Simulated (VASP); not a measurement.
# Si (P6mm) in VASP: notebook

Si is run at these levels: LDA; tasks: single point.

Everything below comes from runs of VASP 6.6.1. Logs are shortened: lines on timing, memory, paths and dates and some standing lists are left out, and cuts for length are marked.

## (1) The cell of the first run

The structure is hexagonal, space group P6mm (No. 183). Conventional cell: a = 5.217 Å, b = 5.217 Å, c = 4.942 Å, α = 90.00°, β = 90.00°, γ = 120.00°. Within 3.2 Å of Si (site symmetry 6mm) lie 8 Si at 2.40 to 2.61 Å. Si (site symmetry 6mm) has 8 Si at 2.40 to 2.61 Å within 3.2 Å. Si (site symmetry 2mm) has 8 Si at 2.47 to 2.61 Å within 3.3 Å. Within 3.3 Å of Si (site symmetry 2mm) lie 8 Si at 2.47 to 2.61 Å.

## (2) Single point, LDA (atom 1 (Si) moved +0.075 Å towards its neighbour atom 2 (Si) at 2.471 Å)

Input file INCAR:

```
PREC     = Accurate       # precision mode
ENCUT    = 520            # plane-wave cutoff, eV
EDIFF    = 1E-7           # SCF threshold, eV
ISMEAR   = 0              # smearing method
SIGMA    = 0.15           # smearing width, eV
LREAL    = False          # projectors in reciprocal space
LASPH    = True           # aspherical terms in the spheres
NELM     = 60             # most SCF steps
ALGO     = Normal         # electronic algorithm
ISIF     = 2              # what is computed and relaxed
LWAVE    = False          # write WAVECAR
LCHARG   = False          # write CHGCAR
NBANDS   = 26             # bands
```

Input file KPOINTS:

```
Automatic mesh
0
Gamma
  12 12 12
```

Input file POSCAR:

```
Si
1.0
    0.0000000000      0.0000000000      4.9415225221
    2.6084913959     -4.5180396286      0.0000000000
    2.6084913958      4.5180396287      0.0000000000
Si
8
Direct
   -0.0151775085      0.5000000000      0.0000000000
    0.5000000000      0.5000000000      0.0000000000
    0.0000000000      0.0000000000      0.0000000000
    0.5000000000      0.0000000000      0.0000000000
    0.0000000000      0.5000000000      0.5000000000
    0.5000000000      0.5000000000      0.5000000000
    0.0000000000      0.0000000000      0.5000000000
    0.5000000000      0.0000000000      0.5000000000
```

Potentials or basis: VASP PAW LDA potentials, release 64 (Si).

Started as:

```bash
$ cat potpaw_LDA.64/Si/POTCAR > POTCAR
$ mpirun -np 1 vasp_std > vasp.out
```

OUTCAR:

```text
PREC = Accurate
   ENCUT = 520
   EDIFF = 1E-7
   ISMEAR = 0
   LREAL = False
   LASPH = True
   NELM = 60
   ISIF = 2

 ion  position               nearest neighbor table
   1  0.985  0.500  0.000-   2 2.40   2 2.55   3 2.61   3 2.61   5 2.61   5 2.61   7 2.61   7 2.61

   2  0.500  0.500  0.000-   1 2.40   1 2.55   4 2.61   4 2.61   6 2.61   6 2.61   8 2.61   8 2.61

   3  0.000  0.000  0.000-   4 2.47   4 2.47   7 2.61   7 2.61   5 2.61   5 2.61   1 2.61   1 2.61

   4  0.500  0.000  0.000-   3 2.47   3 2.47   2 2.61   2 2.61   8 2.61   8 2.61   6 2.61   6 2.61

   5  0.000  0.500  0.500-   6 2.47   6 2.47   7 2.61   7 2.61   3 2.61   3 2.61   1 2.61   1 2.61

   6  0.500  0.500  0.500-   5 2.47   5 2.47   8 2.61   8 2.61   2 2.61   2 2.61   4 2.61   4 2.61

   7  0.000  0.000  0.500-   8 2.47   8 2.47   5 2.61   5 2.61   3 2.61   3 2.61   1 2.61   1 2.61

   8  0.500  0.000  0.500-   7 2.47   7 2.47   6 2.61   6 2.61   4 2.61   4 2.61   2 2.61   2 2.61

  LATTYP: Found a hexagonal cell.
 ALAT       =     5.2169827916
 C/A-ratio  =     0.9471993141

  Lattice vectors:

 A1 = (   2.6084913959,  -4.5180396286,   0.0000000000)
 A2 = (   2.6084913958,   4.5180396287,   0.0000000000)
 A3 = (   0.0000000000,   0.0000000000,   4.9415225221)

Analysis of symmetry for initial positions (statically):
=====================================================================
 Subroutine PRICEL returns:
 Original cell was already a primitive cell.

 Routine SETGRP: Setting up the symmetry group for a
 hexagonal supercell.

 Subroutine GETGRP returns: Found 12 space group operations
 (whereof  4 operations were pure point group operations)
 out of a pool of 24 trial point group operations.

The static configuration has the point symmetry C_2v.
 The point group associated with its full space group is C_6v.

Analysis of symmetry for dynamics (positions and initial velocities):
=====================================================================
 Subroutine PRICEL returns:
 Original cell was already a primitive cell.

 Routine SETGRP: Setting up the symmetry group for a
 hexagonal supercell.

 Subroutine GETGRP returns: Found 12 space group operations
 (whereof  4 operations were pure point group operations)
 out of a pool of 24 trial point group operations.

The dynamic configuration has the point symmetry C_2v.
 The point group associated with its full space group is C_6v.

 Subroutine INISYM returns: Found 12 space group operations
 (whereof  4 operations are pure point group operations),
 and found     1 'primitive' translations

----------------------------------------------------------------------------------------

                                     Primitive cell

  volume of cell :     116.4743

  direct lattice vectors                    reciprocal lattice vectors
     0.000000000  0.000000000  4.941522522     0.000000000  0.000000000  0.202366780
     2.608491396 -4.518039629  0.000000000     0.191681675 -0.110667467  0.000000000
     2.608491396  4.518039629  0.000000000     0.191681675  0.110667467  0.000000000

  length of vectors
     4.941522522  5.216982792  5.216982792     0.202366780  0.221334933  0.221334933

  position of ions in fractional coordinates (direct lattice)
     0.984822491  0.500000000  1.000000000
     0.500000000  0.500000000  1.000000000
     0.000000000  0.000000000  0.000000000
     0.500000000  0.000000000  0.000000000
     0.000000000  0.500000000  0.500000000
     0.500000000  0.500000000  0.500000000
     0.000000000  0.000000000  0.500000000
     0.500000000  0.000000000  0.500000000

  ion indices of the primitive-cell ions
   primitive index   ion index
                 1           1
                 2           2
                 3           3
                 4           4
                 5           5
                 6           6
                 7           7
                 8           8

----------------------------------------------------------------------------------------

 KPOINTS: Automatic mesh

Automatic generation of k-mesh.
 Grid dimensions read from file:
 generate k-points for:   12   12   12

 Generating k-lattice:

  Cartesian coordinates                     Fractional coordinates (reciprocal lattice)
     0.000000000  0.000000000  0.016863898     0.083333333  0.000000000  0.000000000
     0.015973473 -0.009222289  0.000000000     0.000000000  0.083333333 -0.000000000
     0.015973473  0.009222289  0.000000000     0.000000000  0.000000000  0.083333333

  Length of vectors
     0.016863898  0.018444578  0.018444578

  Shift w.r.t. Gamma in fractional coordinates (k-lattice)
     0.000000000  0.000000000  0.000000000

 Subroutine IBZKPT returns following result:
 ===========================================

 Found    133 irreducible k-points:

 Following reciprocal coordinates:
            Coordinates               Weight
  0.000000  0.000000  0.000000      1.000000
  0.083333  0.000000  0.000000      2.000000
  0.166667  0.000000  0.000000      2.000000
  0.250000  0.000000  0.000000      2.000000
  0.333333  0.000000  0.000000      2.000000
  0.416667  0.000000  0.000000      2.000000
[... 16 lines left out ...]
  0.083333  0.250000  0.000000     12.000000
  0.166667  0.250000  0.000000     12.000000
 [... further k-points ...]
   k-points           NKPTS =    133   k-points in BZ     NKDIM =    133   number of bands    NBANDS=     26
   number of dos      NEDOS =    301   number of ions     NIONS =      8
   total plane-waves  NPLWV =  64000
   dimension x,y,z NGX =    40 NGY =   40 NGZ =   40
   dimension x,y,z NGXF=    80 NGYF=   80 NGZF=   80
   ions per type =               8
   NGX,Y,Z   is equivalent  to a cutoff of  13.46, 12.75, 12.75 a.u.
   NGXF,Y,Z  is equivalent  to a cutoff of  26.91, 25.49, 25.49 a.u.
 SYSTEM =  unknown system
   PREC   = accura    normal or accurate (medium, high low for compatibility)
   ISTART =      0    job   : 0-new  1-cont  2-samecut
   ICHARG =      2    charge: 1-file 2-atom 10-const
   ISPIN  =      1    spin polarized calculation?
   LNONCOLLINEAR =      F non collinear calculations
   LSORBIT =      F    spin-orbit coupling
   LASPH  =      T    aspherical Exc in radial PAW
   ENCUT  =  520.0 eV  38.22 Ry    6.18 a.u.   9.19  9.70  9.70*2*pi/ulx,y,z
   NELM   =     60;   NELMIN=  2; NELMDL= -5     # of ELM steps
   EDIFF  = 0.1E-06   stopping-criterion for ELM
   LREAL  =      F    real-space projection
   EDIFFG = 0.1E-05   stopping-criterion for IOM
   NSW    =      0    number of steps for IOM
   IBRION =     -1    ionic relax: 0-MD 1-quasi-New 2-CG
   NFREE  =      0    steps in history (QN), initial steepest desc. (CG)
   ISIF   =      2    stress and relaxation
   ISYM   =      2    0-nonsym 1-usesym 2-fastsym
   POTIM  = 0.5000    time-step for ionic-motion
   TEBEG  =    0.0;   TEEND  =   0.0 temperature during run
   PSTRESS=    0.0 pullay stress
   NELECT =      32.0000    total number of electrons
   NUPDOWN=      -1.0000    fix difference up-down
   EMIN   =  10.00;   EMAX   =-10.00  energy-range for DOS
   EFERMI =   0.00;   METHOD = LEGACY
   ISMEAR =     0;   SIGMA  =   0.15  broadening in eV -4-tet -1-fermi 0-gaus
   EFERMI_NEDOS =   21; number of points for ismear=-14 and -15
   IALGO  =     38    algorithm
   IMIX   =      4    mixing-type and parameters
     AMIX     =   0.40;   BMIX     =  1.00
     AMIX_MAG =   1.60;   BMIX_MAG =  1.00
  volume/ion in A,a.u.               =      14.56        98.25
  Fermi-wavevector in a.u.,A,eV,Ry     =   1.064261  2.011161 15.410654  1.132651
  Thomas-Fermi vector in A             =   2.199773
   LORBIT       =      0    0 simple, 1 ext, 2 COOP (PROOUT), +10 PAW based schemes
   GGA     = CA    functional components
   LHFCALC =     F    Hartree Fock is set to
   AEXX    =    0.0000 exact exchange contribution
   IVDW    =     0    specifies the selected vdW correction
   LEPSILON=     F    determine dielectric tensor
   LRPA    =     F    only Hartree local field effects (RPA)
 non-spin polarized calculation
 Gauss-broadening in eV      SIGMA  =   0.15
  energy-cutoff  :      520.00
  volume of cell :      116.47
 maximum number of plane-waves:      3187
 NGX is ok and might be reduce to    40
   NGX = 19   NGY = 19   NGZ = 19

 number of electron      32.0000001 magnetization

 Free energy of the ion-electron system (eV)
  ---------------------------------------------------
  ext. energy  EPLUGINS =         0.00000000
  ---------------------------------------------------
  free energy    TOTEN  =       -45.88922703 eV

  energy without entropy =      -45.85402799  energy(sigma->0) =      -45.87162751

 E-fermi :   9.7808     XC(G=0): -11.1784

 val. band max:        9.7790946700   @ k =   0.0000   0.4167   0.1667
 cond. band min:       9.7851032574   @ k =   0.5000   0.4167   0.0833
 fundamental gap:      0.0060085874
 Fermi energy:         9.7807713194

 k-point     1 :       0.0000    0.0000    0.0000
  band No.  band energies     occupation
      1      -4.4081      2.00000
      2       0.4291      2.00000
      3       2.1025      2.00000
      4       2.1624      2.00000
      5       2.1624      2.00000
      6       2.5653      2.00000
[... 18 lines left out ...]
     25      16.3513      0.00000
     26      16.3522      0.00000

 k-point     2 :       0.0833    0.0000    0.0000
  band No.  band energies     occupation
      1      -4.3677      2.00000
      2       0.0960      2.00000
      3       2.1703      2.00000
      4       2.2026      2.00000
      5       2.2026      2.00000
      6       2.9439      2.00000
[... 18 lines left out ...]
     25      15.8280      0.00000
[... 608 lines left out ...]
     25      15.3805      0.00000
     26      15.6067      0.00000

 k-point    24 :       0.1667    0.2500    0.0000
  band No.  band energies     occupation
      1      -3.8057      2.00000
      2      -0.3272      2.00000
      3      -0.1111      2.00000
      4       1.3747      2.00000
      5       1.3796      2.00000
      6       3.3081      2.00000
[... 18 lines left out ...]
     25      15.2648      0.00000
     26      15.3373      0.00000

 [... further k-points ...]

------------------------ aborting loop because EDIFF is reached ----------------------------------------

  FORCE on cell =-STRESS in cart. coord.  units (eV):
  Direction    XX          YY          ZZ          XY          YZ          ZX
  --------------------------------------------------------------------------------------
  -------------------------------------------------------------------------------------
  Total        0.6519302      0.6519302     -0.8294707      0.0000000      0.0000000      0.0000000
  in kB        8.9677084      8.9677084    -11.4098881      0.0000000      0.0000000      0.0000000
  external PRESSURE =       2.1751762 kB  Pullay stress =       0.0000000 kB

 VOLUME and BASIS-vectors are now :
 -----------------------------------------------------------------------------
  energy-cutoff  :      520.00
  volume of cell :      116.47
      direct lattice vectors                 reciprocal lattice vectors
     0.000000000  0.000000000  4.941522522     0.000000000  0.000000000  0.202366780
     2.608491396 -4.518039629  0.000000000     0.191681675 -0.110667467  0.000000000
     2.608491396  4.518039629  0.000000000     0.191681675  0.110667467  0.000000000

 POSITION                                       TOTAL-FORCE (eV/Angst)
 -----------------------------------------------------------------------------------
      1.30425     -2.25902      4.86652         0.000000      0.000000      0.504102
      1.30425     -2.25902      2.47076        -0.000000     -0.000000     -0.389258
      0.00000      0.00000      0.00000        -0.000000     -0.000000      0.003327
      0.00000      0.00000      2.47076         0.000000     -0.000000     -0.041608
      2.60849      0.00000      0.00000        -0.000000     -0.000000      0.003327
      2.60849      0.00000      2.47076         0.000000     -0.000000     -0.041608
      1.30425      2.25902      0.00000         0.000000     -0.000000      0.003327
      1.30425      2.25902      2.47076        -0.000000     -0.000000     -0.041608
 -----------------------------------------------------------------------------------
    total drift:                               -0.000000     -0.000000      0.000008

  FREE ENERGIE OF THE ION-ELECTRON SYSTEM (eV)
  ---------------------------------------------------
  free  energy   TOTEN  =       -45.8892270255 eV

  energy  without entropy=      -45.8540279948  energy(sigma->0) =      -45.87162751
```

It took 7 min on 1 thread of AMD EPYC 7R43 (Zen 3), shared host; peak memory 0.33 GiB.

What came out:

* Free energy: -45.8892 eV
* Pressure: 0.2 GPa
* Largest force: 0.504 eV/Å
* Band gap on the k mesh: zero (bands 16 and 17 overlap by 3.47 eV)

Forces in eV/Å, atoms in the order of the input:
```
Si   0.000  0.000  0.504
Si   0.000  0.000 -0.389
Si   0.000  0.000  0.003
Si   0.000  0.000 -0.042
Si   0.000  0.000  0.003
Si   0.000  0.000 -0.042
Si   0.000  0.000  0.003
Si   0.000  0.000 -0.042
```

Caveat: the cell differs from its parent crystal (atom 1 (Si) moved +0.075 Å towards its neighbour atom 2 (Si) at 2.471 Å).

## (3) Single point, LDA (atom 1 (Si) moved +0.025 Å towards its neighbour atom 2 (Si) at 2.471 Å)

Input file INCAR:

```
SYSTEM = Si
  PREC = Accurate
  ENCUT = 520
  EDIFF = 1E-6
  ISMEAR = 0
  SIGMA = 0.15
  LREAL = .FALSE.
  LASPH = .TRUE.
  NELM = 60
  ALGO = Normal
  ISIF = 2
  LWAVE = .FALSE.
  LCHARG = .FALSE.
  GGA = CA
  NBANDS = 26
```

Input file KPOINTS:

```
regular mesh
0
G
  12 12 12
  0 0 0
```

Edit POSCAR of step 2 so:

```diff
@@ -8,3 +8,3 @@
 Direct
-   -0.0151775085      0.5000000000      0.0000000000
+   -0.0050591695      0.5000000000      0.0000000000
     0.5000000000      0.5000000000      0.0000000000
```

Potentials or basis: VASP PAW LDA potentials, release 64 (Si).

Started as:

```bash
$ cat potpaw_LDA.64/Si/POTCAR > POTCAR
$ mpirun -np 1 vasp_std > vasp.out
```

It took 5.5 min on 1 thread of AMD EPYC 7R43 (Zen 3), shared host; peak memory 0.34 GiB.

Results (log left out):

```yaml
Free_energy: -45.9058 eV
Pressure: 0.1 GPa
Largest_force: 0.163 eV/Å
Band_gap_on_the_k_mesh: zero (bands 16 and 17 overlap by 3.53 eV)
```

Forces in eV/Å, atoms in the order of the input:
```
Si   0.000  0.000  0.163
Si   0.000  0.000 -0.125
Si   0.000  0.000  0.001
Si   0.000  0.000 -0.014
Si   0.000  0.000  0.001
Si   0.000  0.000 -0.014
Si   0.000  0.000  0.001
Si   0.000  0.000 -0.014
```

Stress tensor (GPa, compression positive):
```
 0.94  0.00  0.00
 0.00  0.94  0.00
 0.00  0.00 -1.49
```

Levels at points of the mesh, in eV from the Fermi level:
| k point | band 13 | band 14 | band 15 | band 16 | band 17 | band 18 | band 19 | band 20 |
| --- | --- | --- | --- | --- | --- | --- | --- | --- |
| (0.00, 0.00, 0.00) | -2.10 | -2.10 | -2.10 | -1.97 | -1.97 | -1.97 | 1.44 | 1.44 |
| (0.50, 0.00, 0.00) | -5.52 | -5.52 | -1.28 | -1.24 | 3.95 | 4.03 | 4.03 | 4.04 |
| (0.00, 0.50, 0.00) | -2.52 | -2.51 | -1.81 | -1.81 | 0.99 | 0.99 | 1.83 | 1.83 |
| (0.50, 0.50, 0.00) | -0.56 | -0.55 | -0.53 | -0.52 | -0.07 | -0.04 | -0.03 | 0.01 |

Caveat: the cell differs from its parent crystal (atom 1 (Si) moved +0.025 Å towards its neighbour atom 2 (Si) at 2.471 Å).
